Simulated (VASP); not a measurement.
# Si (a cell with a defect) in VASP: single point with PBE

Aim: the single point of Si (a cell with a defect) with PBE.

Program: VASP 6.6.1. These are calculated values, not measurements. Logs are shortened: lines on timing, memory, paths and dates and some standing lists are left out, and cuts for length are marked.

**1. The cell of the first run**

The cell holds a defect, 17 atoms: a = 7.679 Å, b = 7.679 Å, c = 7.679 Å, α = 60.00°, β = 60.00°, γ = 60.00°.

**2. Single point, PBE**

The input, INCAR:

```
PREC = Accurate
ENCUT = 520
EDIFF = 1E-6
ISMEAR = 0
SIGMA = 0.02
LREAL = Auto
LASPH = T
NELM = 100
ALGO = Normal
ISIF = 2
LWAVE = F
LCHARG = F
GGA = PE
NBANDS = 48
```

The input, KPOINTS:

```
regular mesh
0
Gamma
  2 2 2
```

The input, POSCAR:

```
Si
1.0
    0.0000000000      5.4300000000      5.4300000000
    5.4300000000      0.0000000000      5.4300000000
    5.4300000000      5.4300000000      0.0000000000
Si
17
Direct
   -0.0014526703     -0.0015920810     -0.0079872928
    0.1417833333      0.1428982505      0.0733496317
    0.0170582873      0.0159501842      0.4499625230
    0.1134830571      0.1162090239      0.6200585635
   -0.0015397790      0.5122209945     -0.0091907919
    0.1146732044      0.6259652855      0.1333107735
   -0.0253579190      0.5086870166      0.5052067219
    0.1163441989      0.6483865562      0.6185963168
    0.5108186004     -0.0015707182     -0.0078622468
    0.6260772560      0.1131621547      0.1346100368
    0.5085300184     -0.0236101289      0.5067591160
    0.6503581031      0.1159127993      0.6202129834
    0.4834976980      0.4822553407      0.0508100368
    0.6259947514      0.6259860958      0.1334323204
    0.5113822284      0.5083947514      0.5053542357
    0.6079929098      0.6089382136      0.6749203499
    0.3148926335      0.3147701657      0.5553874770
```

Potentials or basis: VASP PAW PBE potentials, release 64 (Si).

Command:

```console
> cat potpaw_PBE.64/Si/POTCAR > POTCAR
> mpirun -np 1 vasp_std > vasp.out
```

OUTCAR:

```text
PREC = Accurate
   ENCUT = 520
   EDIFF = 1E-6
   ISMEAR = 0
   LREAL = Auto
   LASPH = T
   NELM = 100
   ISIF = 2
   GGA = PE

 ion  position               nearest neighbor table
   1  0.999  0.998  0.992-   2 2.33   4 2.33   6 2.34  10 2.34
   2  0.142  0.143  0.073-   9 2.33   1 2.33   5 2.33   3 2.36
   3  0.017  0.016  0.450-  12 2.32   4 2.32   8 2.32   2 2.36
   4  0.113  0.116  0.620-   3 2.32   1 2.33  17 2.41   7 2.46  11 2.48
   5  0.998  0.512  0.991-   2 2.33   8 2.34   6 2.34  14 2.34
   6  0.115  0.626  0.133-  13 2.33   7 2.33   1 2.34   5 2.34
   7  0.975  0.509  0.505-  16 2.32   6 2.33  17 2.39   4 2.46   8 2.48
   8  0.116  0.648  0.619-   3 2.32   5 2.34  17 2.39   7 2.48  15 2.48
   9  0.511  0.998  0.992-   2 2.33  12 2.33  14 2.34  10 2.34
  10  0.626  0.113  0.135-  13 2.33  11 2.33   9 2.34   1 2.34
  11  0.509  0.976  0.507-  16 2.32  10 2.33  17 2.38  12 2.48   4 2.48
  12  0.650  0.116  0.620-   3 2.32   9 2.33  17 2.41  15 2.46  11 2.48
  13  0.483  0.482  0.051-   6 2.33  14 2.33  10 2.33  16 2.36
  14  0.626  0.626  0.133-  13 2.33  15 2.33   9 2.34   5 2.34
  15  0.511  0.508  0.505-  16 2.32  14 2.33  17 2.39  12 2.46   8 2.48
  16  0.608  0.609  0.675-   7 2.32  15 2.32  11 2.32  13 2.36
  17  0.315  0.315  0.555-  11 2.38   8 2.39  15 2.39   7 2.39   4 2.41  12 2.41

  LATTYP: Found a face centered cubic cell.
 ALAT       =    10.8600000000

  Lattice vectors:

 A1 = (   0.0000000000,   5.4300000000,   5.4300000000)
 A2 = (   5.4300000000,   0.0000000000,   5.4300000000)
 A3 = (   5.4300000000,   5.4300000000,   0.0000000000)

Analysis of symmetry for initial positions (statically):
=====================================================================
 Subroutine PRICEL returns:
 Original cell was already a primitive cell.

 Routine SETGRP: Setting up the symmetry group for a
 face centered cubic supercell.

 Subroutine GETGRP returns: Found  1 space group operations
 (whereof  1 operations were pure point group operations)
 out of a pool of 48 trial point group operations.

The static configuration has the point symmetry C_1 .

Analysis of symmetry for dynamics (positions and initial velocities):
=====================================================================
 Subroutine PRICEL returns:
 Original cell was already a primitive cell.

 Routine SETGRP: Setting up the symmetry group for a
 face centered cubic supercell.

 Subroutine GETGRP returns: Found  1 space group operations
 (whereof  1 operations were pure point group operations)
 out of a pool of 48 trial point group operations.

The dynamic configuration has the point symmetry C_1 .

 Subroutine INISYM returns: Found  1 space group operations
 (whereof  1 operations are pure point group operations),
 and found     1 'primitive' translations

----------------------------------------------------------------------------------------

                                     Primitive cell

  volume of cell :     320.2060

  direct lattice vectors                    reciprocal lattice vectors
     0.000000000  5.430000000  5.430000000    -0.092081031  0.092081031  0.092081031
     5.430000000  0.000000000  5.430000000     0.092081031 -0.092081031  0.092081031
     5.430000000  5.430000000  0.000000000     0.092081031  0.092081031 -0.092081031

  length of vectors
     7.679179644  7.679179644  7.679179644     0.159489025  0.159489025  0.159489025

  position of ions in fractional coordinates (direct lattice)
     0.998547330  0.998407919  0.992012707
     0.141783333  0.142898250  0.073349632
     0.017058287  0.015950184  0.449962523
     0.113483057  0.116209024  0.620058564
     0.998460221  0.512220994  0.990809208
     0.114673204  0.625965286  0.133310773
[... 9 lines left out ...]
     0.607992910  0.608938214  0.674920350
     0.314892634  0.314770166  0.555387477

  ion indices of the primitive-cell ions
   primitive index   ion index
                 1           1
                 2           2
                 3           3
                 4           4
                 5           5
                 6           6
[... 9 lines left out ...]
                16          16
                17          17

----------------------------------------------------------------------------------------

 KPOINTS: regular mesh

Automatic generation of k-mesh.
 Grid dimensions read from file:
 generate k-points for:    2    2    2

 Generating k-lattice:

  Cartesian coordinates                     Fractional coordinates (reciprocal lattice)
    -0.046040516  0.046040516  0.046040516     0.500000000  0.000000000  0.000000000
     0.046040516 -0.046040516  0.046040516     0.000000000  0.500000000  0.000000000
     0.046040516  0.046040516 -0.046040516     0.000000000  0.000000000  0.500000000

  Length of vectors
     0.079744512  0.079744512  0.079744512

  Shift w.r.t. Gamma in fractional coordinates (k-lattice)
     0.000000000  0.000000000  0.000000000

 Subroutine IBZKPT returns following result:
 ===========================================

 Found      8 irreducible k-points:

 Following reciprocal coordinates:
            Coordinates               Weight
  0.000000  0.000000  0.000000      1.000000
  0.500000  0.000000  0.000000      1.000000
  0.000000  0.500000  0.000000      1.000000
  0.000000  0.000000  0.500000      1.000000
  0.500000  0.500000  0.500000      1.000000
  0.500000  0.500000  0.000000      1.000000
  0.000000  0.500000  0.500000      1.000000
  0.500000  0.000000  0.500000      1.000000
   k-points           NKPTS =      8   k-points in BZ     NKDIM =      8   number of bands    NBANDS=     48
   number of dos      NEDOS =    301   number of ions     NIONS =     17
   total plane-waves  NPLWV = 216000
   dimension x,y,z NGX =    60 NGY =   60 NGZ =   60
   dimension x,y,z NGXF=   120 NGYF=  120 NGZF=  120
   ions per type =              17
   NGX,Y,Z   is equivalent  to a cutoff of  12.99, 12.99, 12.99 a.u.
   NGXF,Y,Z  is equivalent  to a cutoff of  25.98, 25.98, 25.98 a.u.
 SYSTEM =  unknown system
   PREC   = accura    normal or accurate (medium, high low for compatibility)
   ISTART =      0    job   : 0-new  1-cont  2-samecut
   ICHARG =      2    charge: 1-file 2-atom 10-const
   ISPIN  =      1    spin polarized calculation?
   LNONCOLLINEAR =      F non collinear calculations
   LSORBIT =      F    spin-orbit coupling
   LASPH  =      T    aspherical Exc in radial PAW
   ENCUT  =  520.0 eV  38.22 Ry    6.18 a.u.  14.28 14.28 14.28*2*pi/ulx,y,z
   NELM   =    100;   NELMIN=  2; NELMDL= -5     # of ELM steps
   EDIFF  = 0.1E-05   stopping-criterion for ELM
   LREAL  =      T    real-space projection
   EDIFFG = 0.1E-04   stopping-criterion for IOM
   NSW    =      0    number of steps for IOM
   IBRION =     -1    ionic relax: 0-MD 1-quasi-New 2-CG
   NFREE  =      0    steps in history (QN), initial steepest desc. (CG)
   ISIF   =      2    stress and relaxation
   ISYM   =      2    0-nonsym 1-usesym 2-fastsym
   POTIM  = 0.5000    time-step for ionic-motion
   TEBEG  =    0.0;   TEEND  =   0.0 temperature during run
   PSTRESS=    0.0 pullay stress
   NELECT =      68.0000    total number of electrons
   NUPDOWN=      -1.0000    fix difference up-down
   EMIN   =  10.00;   EMAX   =-10.00  energy-range for DOS
   EFERMI =   0.00;   METHOD = LEGACY
   ISMEAR =     0;   SIGMA  =   0.02  broadening in eV -4-tet -1-fermi 0-gaus
   EFERMI_NEDOS =   21; number of points for ismear=-14 and -15
   IALGO  =     38    algorithm
   IMIX   =      4    mixing-type and parameters
     AMIX     =   0.40;   BMIX     =  1.00
     AMIX_MAG =   1.60;   BMIX_MAG =  1.00
  volume/ion in A,a.u.               =      18.84       127.11
  Fermi-wavevector in a.u.,A,eV,Ry     =   0.976715  1.845724 12.979587  0.953973
  Thomas-Fermi vector in A             =   2.107356
   LORBIT       =      0    0 simple, 1 ext, 2 COOP (PROOUT), +10 PAW based schemes
   GGA     = PE    functional components
   LHFCALC =     F    Hartree Fock is set to
   AEXX    =    0.0000 exact exchange contribution
   IVDW    =     0    specifies the selected vdW correction
   LEPSILON=     F    determine dielectric tensor
   LRPA    =     F    only Hartree local field effects (RPA)
 non-spin polarized calculation
 Gauss-broadening in eV      SIGMA  =   0.02
  energy-cutoff  :      520.00
  volume of cell :      320.21
 maximum number of plane-waves:      8646
 NGX is ok and might be reduce to    60
   NGX = 29   NGY = 29   NGZ = 29

 number of electron      68.0000001 magnetization

 Free energy of the ion-electron system (eV)
  ---------------------------------------------------
  ext. energy  EPLUGINS =         0.00000000
  ---------------------------------------------------
  free energy    TOTEN  =       -87.67622835 eV

  energy without entropy =      -87.67442332  energy(sigma->0) =      -87.67532583

 E-fermi :   6.7367     XC(G=0):  -9.6906

 val. band max:        6.7228222327   @ k =   0.0000   0.0000   0.0000
 cond. band min:       6.7511292257   @ k =   0.0000   0.0000   0.5000
 fundamental gap:      0.0283069930
 Fermi energy:         6.7366790537

 k-point     1 :       0.0000    0.0000    0.0000
  band No.  band energies     occupation
      1      -6.2190      2.00000
      2      -3.9035      2.00000
      3      -3.6341      2.00000
      4      -3.6185      2.00000
      5      -3.4102      2.00000
      6      -2.5442      2.00000
[... 38 lines left out ...]
     45       8.7674      0.00000
     46       8.8186      0.00000

 k-point     2 :       0.5000    0.0000    0.0000
  band No.  band energies     occupation
      1      -5.7407      2.00000
      2      -5.0050      2.00000
      3      -3.6340      2.00000
      4      -3.4270      2.00000
      5      -3.1924      2.00000
      6      -3.0269      2.00000
[... 286 lines left out ...]
 k-point     8 :       0.5000    0.0000    0.5000
  band No.  band energies     occupation
      1      -5.6094      2.00000
      2      -4.7181      2.00000
      3      -4.0600      2.00000
      4      -3.8728      2.00000
      5      -3.8025      2.00000
      6      -3.6411      2.00000
[... 38 lines left out ...]
     45      10.4028      0.00000
     46      10.4662      0.00000
 [bands above 46 left out]

------------------------ aborting loop because EDIFF is reached ----------------------------------------

  FORCE on cell =-STRESS in cart. coord.  units (eV):
  Direction    XX          YY          ZZ          XY          YZ          ZX
  --------------------------------------------------------------------------------------
  -------------------------------------------------------------------------------------
  Total        9.5873112      9.8004993      9.7800120     -0.8544681      1.1277599      0.8259611
  in kB       47.9709060     49.0376106     48.9351008     -4.2754021      5.6428403      4.1327648
  external PRESSURE =      48.6478725 kB  Pullay stress =       0.0000000 kB

 VOLUME and BASIS-vectors are now :
 -----------------------------------------------------------------------------
  energy-cutoff  :      520.00
  volume of cell :      320.21
      direct lattice vectors                 reciprocal lattice vectors
     0.000000000  5.430000000  5.430000000    -0.092081031  0.092081031  0.092081031
     5.430000000  0.000000000  5.430000000     0.092081031 -0.092081031  0.092081031
     5.430000000  5.430000000  0.000000000     0.092081031  0.092081031 -0.092081031

 POSITION                                       TOTAL-FORCE (eV/Angst)
 -----------------------------------------------------------------------------------
     10.80798     10.80874     10.84347         0.004061      0.002951      0.010847
      1.17423      1.16817      1.54582         0.007875      0.010727     -0.010162
      2.52991      2.53592      0.17924         0.000394     -0.004070      0.003843
      3.99793      3.98313      1.24723         0.014159     -0.005559      0.028489
      8.16145     10.80173      8.20300        -0.016971      0.003010     -0.002887
      4.12287      1.34655      4.02167         0.016731     -0.045264     -0.014358
[... 9 lines left out ...]
      6.97135      6.96622      6.60794        -0.009325      0.001753     -0.000553
      4.72496      4.72562      3.41907         0.042600      0.033690     -0.034604
 -----------------------------------------------------------------------------------
    total drift:                                0.003795      0.008264     -0.005610

  FREE ENERGIE OF THE ION-ELECTRON SYSTEM (eV)
  ---------------------------------------------------
  free  energy   TOTEN  =       -87.6762283456 eV

  energy  without entropy=      -87.6744233153  energy(sigma->0) =      -87.67532583
```

It took 4 min on 1 thread of AMD EPYC 7R13 (Zen 3), shared host; peak memory 0.43 GiB.

What came out:

```yaml
Free_energy: -87.6762 eV
Pressure: 4.9 GPa
Largest_force: 0.064 eV/Å
Band_gap_on_the_k_mesh: zero (band 34 reaches 6.75 eV, above the bottom of band 35 at 6.72 eV)
```

Forces in eV/Å, atoms in the order of the input:
```
Si   0.004  0.003  0.011
Si   0.008  0.011 -0.010
Si   0.000 -0.004  0.004
Si   0.014 -0.006  0.028
Si  -0.017  0.003 -0.003
Si   0.017 -0.045 -0.014
Si  -0.003 -0.023 -0.010
Si  -0.045  0.011 -0.013
Si   0.003 -0.010 -0.003
Si  -0.047  0.014 -0.015
Si  -0.011 -0.002  0.003
Si   0.013 -0.027  0.005
Si   0.018  0.017 -0.017
Si   0.017  0.014  0.046
Si  -0.004  0.010  0.023
Si  -0.009  0.002 -0.001
Si   0.043  0.034 -0.035
```

Stress tensor (GPa, compression positive):
```
 4.80 -0.43  0.41
-0.43  4.90  0.56
 0.41  0.56  4.89
```

Caveat: the k points lie up to 0.50 Å⁻¹ apart.
